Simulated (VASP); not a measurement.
# LiSi16 (a cell with a defect) in VASP: single point with LDA

Aim: the single point of LiSi16 (a cell with a defect) with LDA.

Everything below comes from runs of VASP 6.6.1. Logs are shortened: lines on timing, memory, paths and dates and some standing lists are left out, and cuts for length are marked.

## Step 1: The cell of the first run

The cell holds a defect, 17 atoms: a = 7.679 Å, b = 7.679 Å, c = 7.679 Å, α = 60.00°, β = 60.00°, γ = 60.00°.

## Step 2: Single point, LDA, collinear spin, zero start

Input file INCAR:

```
PREC = Accurate ; ENCUT = 520
EDIFF = 1E-6 ; ISMEAR = 0
SIGMA = 0.02 ; LREAL = Auto
LASPH = T ; NELM = 150
ALGO = Normal ; ISIF = 2
LWAVE = F ; LCHARG = F
ISPIN = 2 ; MAGMOM = 0 0 0 0 0 0 0 0 0 0 0 0 0 0 0 0 0
LORBIT = 11 ; GGA = CA
NBANDS = 52
```

Input file KPOINTS:

```
regular mesh
0
Gamma
  2 2 2
```

Input file POSCAR:

```
LiSi16
1.0
    0.0000000000      5.4300000000      5.4300000000
    5.4300000000      0.0000000000      5.4300000000
    5.4300000000      5.4300000000      0.0000000000
Si Li
16 1
Direct
    0.0008989871     -0.0030159300      0.0012455801
    0.1230447514      0.1267635359      0.1237381215
   -0.0087782689      0.0030478821      0.5029953959
    0.1231687845      0.1268785451      0.6268380295
    0.0008403315      0.5011946593      0.0011405157
    0.1249468692      0.6250656538      0.1250490792
    0.0008878453      0.5012885820      0.4969627993
    0.1230226519      0.6238401473      0.6267029466
    0.5022972376      0.0026887661     -0.0072611418
    0.6264835175      0.1267722836      0.1237457643
    0.5027909761      0.0030802947      0.5030289134
    0.6242608656      0.1259190608      0.6256713628
    0.4968350829      0.5012002762      0.0011459484
    0.6263418048      0.6237311234      0.1236060773
    0.5022273481      0.4930028545      0.5025652855
    0.6264641805      0.6238476059      0.6267116943
    0.3738766114      0.8763963168      0.3760259669
```

Potentials or basis: VASP PAW LDA potentials, release 64 (Si, Li_sv).

Started as:

```sh
$ cat potpaw_LDA.64/Si/POTCAR potpaw_LDA.64/Li_sv/POTCAR > POTCAR
$ mpirun -np 1 vasp_std > vasp.out
```

OUTCAR:

```text
PREC = Accurate
   ENCUT = 520
   EDIFF = 1E-6
   ISMEAR = 0
   LREAL = Auto
   LASPH = T
   NELM = 150
   ISIF = 2
   ISPIN = 2
   LORBIT = 11
   GGA = CA

 ion  position               nearest neighbor table
   1  0.001  0.997  0.001-   6 2.33   4 2.35  10 2.35   2 2.35
   2  0.123  0.127  0.124-   1 2.35   5 2.35   9 2.38   3 2.38  17 2.73
   3  0.991  0.003  0.503-  12 2.30   8 2.38   2 2.38   4 2.38  17 2.40
   4  0.123  0.127  0.627-   1 2.35   7 2.35   3 2.38  11 2.38  17 2.72
   5  0.001  0.501  0.001-   6 2.33   2 2.35   8 2.35  14 2.35
   6  0.125  0.625  0.125-   5 2.33  13 2.33   7 2.33   1 2.33
   7  0.001  0.501  0.497-   6 2.33   4 2.35  16 2.35   8 2.35
   8  0.123  0.624  0.627-   7 2.35   5 2.35  15 2.38   3 2.38  17 2.73
   9  0.502  0.003  0.993-  12 2.30  14 2.38   2 2.38  10 2.38  17 2.40
  10  0.626  0.127  0.124-   1 2.35  13 2.35   9 2.38  11 2.38  17 2.73
  11  0.503  0.003  0.503-  12 2.30  16 2.38  10 2.38   4 2.38  17 2.40
  12  0.624  0.126  0.626-  11 2.30   3 2.30   9 2.30  15 2.30
  13  0.497  0.501  0.001-   6 2.33  10 2.35  16 2.35  14 2.35
  14  0.626  0.624  0.124-  13 2.35   5 2.35  15 2.38   9 2.38  17 2.74
  15  0.502  0.493  0.503-  12 2.30  14 2.38   8 2.38  16 2.38  17 2.40
  16  0.626  0.624  0.627-   7 2.35  13 2.35  15 2.38  11 2.38  17 2.73
  17  0.374  0.876  0.376-  11 2.40   3 2.40   9 2.40  15 2.40   4 2.72  10 2.73   2 2.73  16 2.73
                             8 2.73  14 2.74

  LATTYP: Found a face centered cubic cell.
 ALAT       =    10.8600000000

  Lattice vectors:

 A1 = (   0.0000000000,   5.4300000000,   5.4300000000)
 A2 = (   5.4300000000,   0.0000000000,   5.4300000000)
 A3 = (   5.4300000000,   5.4300000000,   0.0000000000)

Analysis of symmetry for initial positions (statically):
=====================================================================
 Subroutine PRICEL returns:
 Original cell was already a primitive cell.

 Routine SETGRP: Setting up the symmetry group for a
 face centered cubic supercell.

 Subroutine GETGRP returns: Found  1 space group operations
 (whereof  1 operations were pure point group operations)
 out of a pool of 48 trial point group operations.

The static configuration has the point symmetry C_1 .

Analysis of symmetry for dynamics (positions and initial velocities):
=====================================================================
 Subroutine PRICEL returns:
 Original cell was already a primitive cell.

 Routine SETGRP: Setting up the symmetry group for a
 face centered cubic supercell.

 Subroutine GETGRP returns: Found  1 space group operations
 (whereof  1 operations were pure point group operations)
 out of a pool of 48 trial point group operations.

The dynamic configuration has the point symmetry C_1 .

Analysis of structural, dynamic, and magnetic symmetry:
=====================================================================
 Subroutine PRICEL returns:
 Original cell was already a primitive cell.

 Routine SETGRP: Setting up the symmetry group for a
 face centered cubic supercell.

 Subroutine GETGRP returns: Found  1 space group operations
 (whereof  1 operations were pure point group operations)
 out of a pool of 48 trial point group operations.

The overall configuration has the point symmetry C_1 .

 Subroutine INISYM returns: Found  1 space group operations
 (whereof  1 operations are pure point group operations),
 and found     1 'primitive' translations

----------------------------------------------------------------------------------------

                                     Primitive cell

  volume of cell :     320.2060

  direct lattice vectors                    reciprocal lattice vectors
     0.000000000  5.430000000  5.430000000    -0.092081031  0.092081031  0.092081031
     5.430000000  0.000000000  5.430000000     0.092081031 -0.092081031  0.092081031
     5.430000000  5.430000000  0.000000000     0.092081031  0.092081031 -0.092081031

  length of vectors
     7.679179644  7.679179644  7.679179644     0.159489025  0.159489025  0.159489025

  position of ions in fractional coordinates (direct lattice)
     0.000898987  0.996984070  0.001245580
     0.123044751  0.126763536  0.123738121
     0.991221731  0.003047882  0.502995396
     0.123168785  0.126878545  0.626838030
     0.000840332  0.501194659  0.001140516
     0.124946869  0.625065654  0.125049079
[... 9 lines left out ...]
     0.626464181  0.623847606  0.626711694
[... 65 lines left out ...]
   NGXF,Y,Z  is equivalent  to a cutoff of  25.98, 25.98, 25.98 a.u.
 SYSTEM =  unknown system
   PREC   = accura    normal or accurate (medium, high low for compatibility)
   ISTART =      0    job   : 0-new  1-cont  2-samecut
   ICHARG =      2    charge: 1-file 2-atom 10-const
   ISPIN  =      2    spin polarized calculation?
   LNONCOLLINEAR =      F non collinear calculations
   LSORBIT =      F    spin-orbit coupling
   LASPH  =      T    aspherical Exc in radial PAW
   ENCUT  =  520.0 eV  38.22 Ry    6.18 a.u.  14.28 14.28 14.28*2*pi/ulx,y,z
   NELM   =    150;   NELMIN=  2; NELMDL= -5     # of ELM steps
   EDIFF  = 0.1E-05   stopping-criterion for ELM
   LREAL  =      T    real-space projection
   EDIFFG = 0.1E-04   stopping-criterion for IOM
   NSW    =      0    number of steps for IOM
   IBRION =     -1    ionic relax: 0-MD 1-quasi-New 2-CG
   NFREE  =      0    steps in history (QN), initial steepest desc. (CG)
   ISIF   =      2    stress and relaxation
   ISYM   =      2    0-nonsym 1-usesym 2-fastsym
   POTIM  = 0.5000    time-step for ionic-motion
   TEBEG  =    0.0;   TEEND  =   0.0 temperature during run
   PSTRESS=    0.0 pullay stress
   NELECT =      67.0000    total number of electrons
   NUPDOWN=      -1.0000    fix difference up-down
   EMIN   =  10.00;   EMAX   =-10.00  energy-range for DOS
   EFERMI =   0.00;   METHOD = LEGACY
   ISMEAR =     0;   SIGMA  =   0.02  broadening in eV -4-tet -1-fermi 0-gaus
   EFERMI_NEDOS =   21; number of points for ismear=-14 and -15
   IALGO  =     38    algorithm
   IMIX   =      4    mixing-type and parameters
     AMIX     =   0.40;   BMIX     =  1.00
     AMIX_MAG =   1.60;   BMIX_MAG =  1.00
  volume/ion in A,a.u.               =      18.84       127.11
  Fermi-wavevector in a.u.,A,eV,Ry     =   0.971904  1.836632 12.852022  0.944597
  Thomas-Fermi vector in A             =   2.102159
   LORBIT       =     11    0 simple, 1 ext, 2 COOP (PROOUT), +10 PAW based schemes
   GGA     = CA    functional components
   LHFCALC =     F    Hartree Fock is set to
   AEXX    =    0.0000 exact exchange contribution
   IVDW    =     0    specifies the selected vdW correction
   LEPSILON=     F    determine dielectric tensor
   LRPA    =     F    only Hartree local field effects (RPA)
 spin polarized calculation
 Gauss-broadening in eV      SIGMA  =   0.02
  energy-cutoff  :      520.00
  volume of cell :      320.21
 maximum number of plane-waves:      8646
 NGX is ok and might be reduce to    60
   NGX = 29   NGY = 29   NGZ = 29

 number of electron      66.9999998 magnetization       0.0003905

 Free energy of the ion-electron system (eV)
  ---------------------------------------------------
  ext. energy  EPLUGINS =         0.00000000
  ---------------------------------------------------
  free energy    TOTEN  =       -95.87769444 eV

  energy without entropy =      -95.87487278  energy(sigma->0) =      -95.87628361

 E-fermi :   6.5072     XC(G=0):  -9.7162

 val. band max:        6.5069103270   @ k =   0.0000   0.0000   0.0000
 cond. band min:       6.5075276189   @ k =   0.0000   0.0000   0.0000
 fundamental gap:      0.0006172920
 Fermi energy:         6.5072207313

 spin component 1

 k-point     1 :       0.0000    0.0000    0.0000
  band No.  band energies     occupation
      1     -39.6109      1.00000
      2      -6.0253      1.00000
      3      -3.7795      1.00000
      4      -3.6993      1.00000
      5      -3.6987      1.00000
      6      -3.6981      1.00000
[... 373 lines left out ...]
     44      10.1172      0.00000
     45      10.2052      0.00000
 Fermi energy:         6.5072207313

 spin component 2

 k-point     1 :       0.0000    0.0000    0.0000
  band No.  band energies     occupation
      1     -39.6109      1.00000
      2      -6.0253      1.00000
      3      -3.7795      1.00000
      4      -3.6992      1.00000
      5      -3.6987      1.00000
      6      -3.6981      1.00000
[... 373 lines left out ...]
     44      10.1172      0.00000
     45      10.2052      0.00000
 [bands above 45 left out]

------------------------ aborting loop because EDIFF is reached ----------------------------------------

  FORCE on cell =-STRESS in cart. coord.  units (eV):
  Direction    XX          YY          ZZ          XY          YZ          ZX
  --------------------------------------------------------------------------------------
  -------------------------------------------------------------------------------------
  Total       -0.0216675     -0.0067596     -0.0070307     -0.0006757     -0.0021698     -0.0005390
  in kB       -0.1084153     -0.0338222     -0.0351787     -0.0033811     -0.0108566     -0.0026971
  external PRESSURE =      -0.0591387 kB  Pullay stress =       0.0000000 kB

 VOLUME and BASIS-vectors are now :
 -----------------------------------------------------------------------------
  energy-cutoff  :      520.00
  volume of cell :      320.21
      direct lattice vectors                 reciprocal lattice vectors
     0.000000000  5.430000000  5.430000000    -0.092081031  0.092081031  0.092081031
     5.430000000  0.000000000  5.430000000     0.092081031 -0.092081031  0.092081031
     5.430000000  5.430000000  0.000000000     0.092081031  0.092081031 -0.092081031

 POSITION                                       TOTAL-FORCE (eV/Angst)
 -----------------------------------------------------------------------------------
      5.42039      0.01164      5.41851         0.002661     -0.002005      0.001951
      1.36022      1.34003      1.35646         0.001715      0.002652     -0.002102
      2.74781      8.11360      5.39888         0.005571      0.008919      0.011085
      4.09268      4.07254      1.35776        -0.011112      0.000168      0.000080
      2.72768      0.01076      2.72605        -0.000283     -0.001008     -0.000836
      4.07312      1.35748      4.07257         0.002575     -0.000135      0.000308
[... 9 lines left out ...]
      6.79054      6.80475      6.78919         0.002338     -0.002075      0.002714
      6.80065      4.07197      6.78898        -0.013835      0.000081     -0.001073
 -----------------------------------------------------------------------------------
    total drift:                               -0.007670      0.000909     -0.001035

  FREE ENERGIE OF THE ION-ELECTRON SYSTEM (eV)
  ---------------------------------------------------
  free  energy   TOTEN  =       -95.8776944350 eV

  energy  without entropy=      -95.8748727765  energy(sigma->0) =      -95.87628361

 total charge

# of ion       s       p       d       tot
------------------------------------------
    1        0.750   0.959   0.000   1.709
    2        0.744   0.954   0.000   1.698
    3        0.752   0.970   0.000   1.722
    4        0.744   0.954   0.000   1.698
    5        0.750   0.959   0.000   1.709
    6        0.741   0.973   0.000   1.715
[... 9 lines left out ...]
   16        0.744   0.954   0.000   1.698
   17        2.027   0.111   0.000   2.138
--------------------------------------------------
tot         13.979  15.508   0.000  29.488

 magnetization (x)

# of ion       s       p       d       tot
------------------------------------------
    1       -0.000   0.000   0.000   0.000
    2        0.000  -0.000   0.000   0.000
    3        0.000   0.000   0.000   0.000
    4        0.000  -0.000   0.000   0.000
    5       -0.000   0.000   0.000   0.000
    6        0.000  -0.000   0.000  -0.000
[... 9 lines left out ...]
   16        0.000  -0.000   0.000   0.000
   17        0.000  -0.000   0.000  -0.000
--------------------------------------------------
tot          0.000   0.000   0.000   0.000
```

Wall time 16 min (1 thread of Oxide Virtual Turin-like, shared host); peak memory 0.44 GiB.

Results:

```yaml
Free_energy: -95.8777 eV
Largest_force: 0.015 eV/Å
Net_moment: 0.00 μB per cell
Valence_electrons_inside_the_program's_atomic_spheres: Si 1.71, 1.70, 1.72 (each value once); Li 2.14
```

Forces in eV/Å, atoms in the order of the input:
```
Si   0.003 -0.002  0.002
Si   0.002  0.003 -0.002
Si   0.006  0.009  0.011
Si  -0.011  0.000  0.000
Si   0.000 -0.001 -0.001
Si   0.003  0.000  0.000
Si   0.003  0.002 -0.002
Si   0.002 -0.003  0.002
Si   0.007 -0.008  0.009
Si   0.002  0.003 -0.003
Si   0.004 -0.012 -0.009
Si  -0.007  0.000  0.000
Si  -0.001  0.001  0.001
Si  -0.004  0.000  0.000
Si   0.004  0.010 -0.009
Si   0.002 -0.002  0.003
Li  -0.014  0.000 -0.001
```

Levels at points of the mesh, in eV from the Fermi level:
Spin up:
| k point | band 29 | band 30 | band 31 | band 32 | band 33 | band 34 | band 35 | band 36 | band 37 | band 38 |
| --- | --- | --- | --- | --- | --- | --- | --- | --- | --- | --- |
| (0.00, 0.00, 0.00) | -1.68 | -1.68 | -0.56 | -0.56 | -0.56 | -0.06 | -0.06 | -0.06 | 0.00 | 0.00 |
| (0.50, 0.00, 0.00) | -2.68 | -1.38 | -1.37 | -1.30 | -1.30 | 0.52 | 0.72 | 0.72 | 0.89 | 0.89 |
| (0.00, 0.50, 0.00) | -2.67 | -1.37 | -1.37 | -1.30 | -1.30 | 0.52 | 0.71 | 0.72 | 0.90 | 0.90 |
| (0.00, 0.00, 0.50) | -2.67 | -1.37 | -1.37 | -1.30 | -1.30 | 0.52 | 0.71 | 0.72 | 0.90 | 0.90 |
| (0.50, 0.50, 0.50) | -2.68 | -1.38 | -1.38 | -1.30 | -1.30 | 0.52 | 0.72 | 0.72 | 0.89 | 0.89 |
| (0.50, 0.50, 0.00) | -2.48 | -1.94 | -1.94 | -1.86 | -1.83 | 0.40 | 0.46 | 1.51 | 1.64 | 1.65 |
| (0.00, 0.50, 0.50) | -2.48 | -1.94 | -1.94 | -1.86 | -1.83 | 0.40 | 0.46 | 1.51 | 1.64 | 1.65 |
| (0.50, 0.00, 0.50) | -2.48 | -1.94 | -1.94 | -1.86 | -1.83 | 0.40 | 0.46 | 1.51 | 1.65 | 1.65 |
Spin down:
| k point | band 31 | band 32 | band 33 | band 34 | band 35 | band 36 |
| --- | --- | --- | --- | --- | --- | --- |
| (0.00, 0.00, 0.00) | -0.56 | -0.56 | -0.56 | -0.06 | -0.06 | -0.06 |
| (0.50, 0.00, 0.00) | -1.37 | -1.30 | -1.30 | 0.52 | 0.72 | 0.72 |
| (0.00, 0.50, 0.00) | -1.37 | -1.30 | -1.30 | 0.52 | 0.71 | 0.72 |
| (0.00, 0.00, 0.50) | -1.37 | -1.30 | -1.30 | 0.52 | 0.71 | 0.72 |
| (0.50, 0.50, 0.50) | -1.38 | -1.30 | -1.30 | 0.52 | 0.72 | 0.72 |
| (0.50, 0.50, 0.00) | -1.94 | -1.86 | -1.83 | 0.40 | 0.46 | 1.51 |
| (0.00, 0.50, 0.50) | -1.94 | -1.86 | -1.83 | 0.40 | 0.46 | 1.51 |
| (0.50, 0.00, 0.50) | -1.94 | -1.86 | -1.83 | 0.40 | 0.46 | 1.51 |

Caveat: the k points lie up to 0.50 Å⁻¹ apart; the cutoff is under 1.25 times the usual one of these potentials, so pressure, stress and relaxed cells hold a basis-set (Pulay) error.
